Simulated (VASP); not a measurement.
# ScBPt3 (Pm-3m) in VASP: single point with LDA

Aim: the single point of ScBPt3 with LDA.

All numbers are computed with VASP 6.6.1; they aren't measurements. Logs are shortened: lines on timing, memory, paths and dates and some standing lists are left out, and cuts for length are marked.

### Step 1. The cell of the first run

Symmetry: Pm-3m, No. 221, cubic system. The conventional cell has a = 4.262 Å, b = 4.262 Å, c = 4.262 Å, α = 90.00°, β = 90.00°, γ = 90.00°. Within 4.0 Å of Sc (site symmetry m-3m) lie 12 Pt at 3.01 Å and 8 B at 3.69 Å. Within 2.8 Å of B (site symmetry m-3m) lie 6 Pt at 2.13 Å. Pt (site symmetry 4/mmm) has 2 B at 2.13 Å within 2.8 Å.

### Step 2. Single point, LDA

Input file INCAR:

```
SYSTEM = ScBPt3
PREC = Accurate ; ENCUT = 520
EDIFF = 1E-6 ; ISMEAR = 1
SIGMA = 0.05 ; LREAL = .False.
LASPH = .True. ; NELM = 60
ALGO = Normal ; ISIF = 2
LWAVE = .False. ; LCHARG = .False.
GGA = CA ; NBANDS = 30
```

Input file KPOINTS:

```
Automatic mesh
0
Gamma
  6 6 6
  0 0 0
```

Input file POSCAR:

```
ScBPt3
1.0
    4.2621560000      0.0000000000      0.0000000000
    0.0000000000      4.2621560000      0.0000000000
    0.0000000000      0.0000000000      4.2621560000
Sc B Pt
1 1 3
Direct
    0.0000000000      0.0000000000      0.0000000000
    0.5000000000      0.5000000000      0.5000000000
    0.0000000000      0.5000000000      0.5000000000
    0.5000000000      0.5000000000      0.0000000000
    0.5000000000      0.0000000000      0.5000000000
```

Potentials or basis: VASP PAW LDA potentials, release 64 (Sc_sv, B, Pt).

Command:

```sh
cat potpaw_LDA.64/Sc_sv/POTCAR potpaw_LDA.64/B/POTCAR potpaw_LDA.64/Pt/POTCAR > POTCAR
mpirun -np 1 vasp_std > vasp.out
```

OUTCAR:

```text
SYSTEM = ScBPt3
   PREC = Accurate
   ENCUT = 520
   EDIFF = 1E-6
   ISMEAR = 1
   LREAL = .False.
   LASPH = .True.
   NELM = 60
   ISIF = 2
   GGA = CA

 ion  position               nearest neighbor table
   1  0.000  0.000  0.000-   3 3.01   4 3.01   5 3.01   3 3.01   5 3.01   3 3.01   4 3.01   3 3.01
                             4 3.01   5 3.01   5 3.01   4 3.01
   2  0.500  0.500  0.500-   3 2.13   4 2.13   5 2.13   4 2.13   5 2.13   3 2.13
   3  0.000  0.500  0.500-   2 2.13   2 2.13   4 3.01   5 3.01   1 3.01   4 3.01   1 3.01   5 3.01
                             1 3.01   1 3.01   4 3.01   5 3.01   4 3.01   5 3.01
   4  0.500  0.500  0.000-   2 2.13   2 2.13   3 3.01   5 3.01   1 3.01   3 3.01   5 3.01   1 3.01
                             5 3.01   5 3.01   1 3.01   3 3.01   3 3.01   1 3.01
   5  0.500  0.000  0.500-   2 2.13   2 2.13   3 3.01   4 3.01   1 3.01   4 3.01   1 3.01   3 3.01
                             4 3.01   4 3.01   1 3.01   3 3.01   1 3.01   3 3.01

  LATTYP: Found a simple cubic cell.
 ALAT       =     4.2621560000

  Lattice vectors:

 A1 = (   4.2621560000,   0.0000000000,   0.0000000000)
 A2 = (   0.0000000000,   4.2621560000,   0.0000000000)
 A3 = (   0.0000000000,   0.0000000000,   4.2621560000)

Analysis of symmetry for initial positions (statically):
=====================================================================
 Subroutine PRICEL returns:
 Original cell was already a primitive cell.

 Routine SETGRP: Setting up the symmetry group for a
 simple cubic supercell.

 Subroutine GETGRP returns: Found 48 space group operations
 (whereof 48 operations were pure point group operations)
 out of a pool of 48 trial point group operations.

The static configuration has the point symmetry O_h .

Analysis of symmetry for dynamics (positions and initial velocities):
=====================================================================
 Subroutine PRICEL returns:
 Original cell was already a primitive cell.

 Routine SETGRP: Setting up the symmetry group for a
 simple cubic supercell.

 Subroutine GETGRP returns: Found 48 space group operations
 (whereof 48 operations were pure point group operations)
 out of a pool of 48 trial point group operations.

The dynamic configuration has the point symmetry O_h .

 Subroutine INISYM returns: Found 48 space group operations
 (whereof 48 operations are pure point group operations),
 and found     1 'primitive' translations

----------------------------------------------------------------------------------------

                                     Primitive cell

  volume of cell :      77.4262

  direct lattice vectors                    reciprocal lattice vectors
     4.262156000  0.000000000  0.000000000     0.234623041  0.000000000  0.000000000
     0.000000000  4.262156000  0.000000000     0.000000000  0.234623041  0.000000000
     0.000000000  0.000000000  4.262156000     0.000000000  0.000000000  0.234623041

  length of vectors
     4.262156000  4.262156000  4.262156000     0.234623041  0.234623041  0.234623041

  position of ions in fractional coordinates (direct lattice)
     0.000000000  0.000000000  0.000000000
     0.500000000  0.500000000  0.500000000
     0.000000000  0.500000000  0.500000000
     0.500000000  0.500000000  0.000000000
     0.500000000  0.000000000  0.500000000

  ion indices of the primitive-cell ions
   primitive index   ion index
                 1           1
                 2           2
                 3           3
                 4           4
                 5           5

----------------------------------------------------------------------------------------

 KPOINTS: Automatic mesh

Automatic generation of k-mesh.
 Grid dimensions read from file:
 generate k-points for:    6    6    6

 Generating k-lattice:

  Cartesian coordinates                     Fractional coordinates (reciprocal lattice)
     0.039103840  0.000000000  0.000000000     0.166666667  0.000000000  0.000000000
     0.000000000  0.039103840  0.000000000     0.000000000  0.166666667  0.000000000
     0.000000000  0.000000000  0.039103840     0.000000000  0.000000000  0.166666667

  Length of vectors
     0.039103840  0.039103840  0.039103840

  Shift w.r.t. Gamma in fractional coordinates (k-lattice)
     0.000000000  0.000000000  0.000000000

 Subroutine IBZKPT returns following result:
 ===========================================

 Found     20 irreducible k-points:

 Following reciprocal coordinates:
            Coordinates               Weight
  0.000000  0.000000  0.000000      1.000000
  0.166667  0.000000  0.000000      6.000000
  0.333333  0.000000  0.000000      6.000000
  0.500000  0.000000  0.000000      3.000000
  0.166667  0.166667  0.000000     12.000000
  0.333333  0.166667  0.000000     24.000000
[... 12 lines left out ...]
  0.500000  0.500000  0.333333      6.000000
  0.500000  0.500000  0.500000      1.000000
   k-points           NKPTS =     20   k-points in BZ     NKDIM =     20   number of bands    NBANDS=     30
   number of dos      NEDOS =    301   number of ions     NIONS =      5
   total plane-waves  NPLWV =  32768
   dimension x,y,z NGX =    32 NGY =   32 NGZ =   32
   dimension x,y,z NGXF=    64 NGYF=   64 NGZF=   64
   ions per type =               1   1   3
   NGX,Y,Z   is equivalent  to a cutoff of  12.48, 12.48, 12.48 a.u.
   NGXF,Y,Z  is equivalent  to a cutoff of  24.96, 24.96, 24.96 a.u.
 SYSTEM =  ScBPt3
   PREC   = accura    normal or accurate (medium, high low for compatibility)
   ISTART =      0    job   : 0-new  1-cont  2-samecut
   ICHARG =      2    charge: 1-file 2-atom 10-const
   ISPIN  =      1    spin polarized calculation?
   LNONCOLLINEAR =      F non collinear calculations
   LSORBIT =      F    spin-orbit coupling
   LASPH  =      T    aspherical Exc in radial PAW
   ENCUT  =  520.0 eV  38.22 Ry    6.18 a.u.   7.92  7.92  7.92*2*pi/ulx,y,z
   NELM   =     60;   NELMIN=  2; NELMDL= -5     # of ELM steps
   EDIFF  = 0.1E-05   stopping-criterion for ELM
   LREAL  =      F    real-space projection
[... 7 lines left out ...]
   TEBEG  =    0.0;   TEEND  =   0.0 temperature during run
   PSTRESS=    0.0 pullay stress
   NELECT =      44.0000    total number of electrons
   NUPDOWN=      -1.0000    fix difference up-down
   EMIN   =  10.00;   EMAX   =-10.00  energy-range for DOS
   EFERMI =   0.00;   METHOD = LEGACY
   ISMEAR =     1;   SIGMA  =   0.05  broadening in eV -4-tet -1-fermi 0-gaus
   EFERMI_NEDOS =   21; number of points for ismear=-14 and -15
   IALGO  =     38    algorithm
   IMIX   =      4    mixing-type and parameters
     AMIX     =   0.40;   BMIX     =  1.00
     AMIX_MAG =   1.60;   BMIX_MAG =  1.00
  volume/ion in A,a.u.               =      15.49       104.50
  Fermi-wavevector in a.u.,A,eV,Ry     =   1.356010  2.562488 25.017909  1.838764
  Thomas-Fermi vector in A             =   2.483050
   LORBIT       =      0    0 simple, 1 ext, 2 COOP (PROOUT), +10 PAW based schemes
   GGA     = CA    functional components
   LHFCALC =     F    Hartree Fock is set to
   AEXX    =    0.0000 exact exchange contribution
   IVDW    =     0    specifies the selected vdW correction
   LEPSILON=     F    determine dielectric tensor
   LRPA    =     F    only Hartree local field effects (RPA)
 non-spin polarized calculation
 Methfessel and Paxton  Order N= 1 SIGMA  =   0.05
  energy-cutoff  :      520.00
  volume of cell :       77.43
 maximum number of plane-waves:      2176
 NGX is ok and might be reduce to    32
   NGX = 15   NGY = 15   NGZ = 15

 number of electron      44.0000014 magnetization

 Free energy of the ion-electron system (eV)
  ---------------------------------------------------
  ext. energy  EPLUGINS =         0.00000000
  ---------------------------------------------------
  free energy    TOTEN  =       -39.66881355 eV

  energy without entropy =      -39.66793772  energy(sigma->0) =      -39.66852161

 E-fermi :   8.5535     XC(G=0): -12.3980

 val. band max:        8.5194300992   @ k =   0.3333   0.3333   0.3333
 cond. band min:       8.5680429741   @ k =   0.3333   0.1667   0.1667
 fundamental gap:      0.0486128749
 Fermi energy:         8.5534732707

 k-point     1 :       0.0000    0.0000    0.0000
  band No.  band energies     occupation
      1     -41.5670      2.00000
      2     -20.4819      2.00000
      3     -20.4819      2.00000
      4     -20.4819      2.00000
      5      -3.3864      2.00000
      6       1.5212      2.00000
[... 22 lines left out ...]
     29      13.5101      0.00000
     30      13.5101      0.00000

 k-point     2 :       0.1667    0.0000    0.0000
  band No.  band energies     occupation
      1     -41.5668      2.00000
      2     -20.4866      2.00000
      3     -20.4824      2.00000
      4     -20.4824      2.00000
      5      -3.1669      2.00000
      6       1.7326      2.00000
[... 22 lines left out ...]
     29      13.0315      0.00000
     30      13.1794      0.00000

 k-point     3 :       0.3333    0.0000    0.0000
  band No.  band energies     occupation
      1     -41.5664      2.00000
      2     -20.4958      2.00000
      3     -20.4832      2.00000
      4     -20.4832      2.00000
      5      -2.6098      2.00000
      6       2.0304      2.00000
[... 22 lines left out ...]
     29      12.3170      0.00000
     30      13.4983      0.00000

 k-point     4 :       0.5000    0.0000    0.0000
  band No.  band energies     occupation
      1     -41.5662      2.00000
      2     -20.5005      2.00000
      3     -20.4836      2.00000
      4     -20.4836      2.00000
      5      -2.2184      2.00000
      6       1.4246      2.00000
[... 22 lines left out ...]
     29      11.9857      0.00000
     30      14.0103      0.00000

 k-point     5 :       0.1667    0.1667    0.0000
  band No.  band energies     occupation
      1     -41.5666      2.00000
      2     -20.4877      2.00000
      3     -20.4855      2.00000
      4     -20.4828      2.00000
      5      -2.9498      2.00000
      6       1.9382      2.00000
[... 22 lines left out ...]
     29      13.0944      0.00000
     30      13.2804      0.00000
[... 394 lines left out ...]
     29      12.4616      0.00000
     30      12.4616      0.00000

 k-point    18 :       0.5000    0.3333    0.3333
  band No.  band energies     occupation
      1     -41.5656      2.00000
      2     -20.4940      2.00000
      3     -20.4920      2.00000
      4     -20.4899      2.00000
      5      -0.6607      2.00000
      6       0.6087      2.00000
[... 22 lines left out ...]
     29      11.7373      0.00000
     30      12.6098      0.00000

 k-point    19 :       0.5000    0.5000    0.3333
  band No.  band energies     occupation
      1     -41.5656      2.00000
      2     -20.4930      2.00000
      3     -20.4930      2.00000
      4     -20.4902      2.00000
      5      -0.1276      2.00000
      6       0.4894      2.00000
[... 22 lines left out ...]
     29      12.0338      0.00000
     30      12.5750      0.00000

 k-point    20 :       0.5000    0.5000    0.5000
  band No.  band energies     occupation
      1     -41.5655      2.00000
      2     -20.4919      2.00000
      3     -20.4919      2.00000
      4     -20.4919      2.00000
      5       0.3666      2.00000
      6       0.3666      2.00000
[... 22 lines left out ...]
     29      12.0764      0.00000
     30      12.0764      0.00000

------------------------ aborting loop because EDIFF is reached ----------------------------------------

  FORCE on cell =-STRESS in cart. coord.  units (eV):
  Direction    XX          YY          ZZ          XY          YZ          ZX
  --------------------------------------------------------------------------------------
  -------------------------------------------------------------------------------------
  Total       -5.3119548     -5.3119548     -5.3119548      0.0000000      0.0000000      0.0000000
  in kB     -109.9200539   -109.9200539   -109.9200539      0.0000000      0.0000000      0.0000000
  external PRESSURE =    -109.9200539 kB  Pullay stress =       0.0000000 kB

 VOLUME and BASIS-vectors are now :
 -----------------------------------------------------------------------------
  energy-cutoff  :      520.00
  volume of cell :       77.43
      direct lattice vectors                 reciprocal lattice vectors
     4.262156000  0.000000000  0.000000000     0.234623041  0.000000000  0.000000000
     0.000000000  4.262156000  0.000000000     0.000000000  0.234623041  0.000000000
     0.000000000  0.000000000  4.262156000     0.000000000  0.000000000  0.234623041

 POSITION                                       TOTAL-FORCE (eV/Angst)
 -----------------------------------------------------------------------------------
      0.00000      0.00000      0.00000         0.000000      0.000000      0.000000
      2.13108      2.13108      2.13108         0.000000      0.000000      0.000000
      0.00000      2.13108      2.13108         0.000000      0.000000      0.000000
      2.13108      2.13108      0.00000         0.000000      0.000000      0.000000
      2.13108      0.00000      2.13108         0.000000      0.000000      0.000000
 -----------------------------------------------------------------------------------
    total drift:                                0.000000     -0.000000     -0.000000

  FREE ENERGIE OF THE ION-ELECTRON SYSTEM (eV)
  ---------------------------------------------------
  free  energy   TOTEN  =       -39.6688135525 eV

  energy  without entropy=      -39.6679377169  energy(sigma->0) =      -39.66852161
```

It took 54 s on 1 thread of Intel Xeon 8259CL, shared host; peak memory 0.18 GiB.

What came out:

| Item | Value |
| --- | --- |
| Free energy | -39.6688 eV |
| Pressure | -11.0 GPa |
| Band gap on the k mesh | zero (bands 22 and 23 overlap by 1.31 eV) |

Caveat: the cell stands under tension; spin-orbit coupling is left out, which moves the levels of the heavy elements.
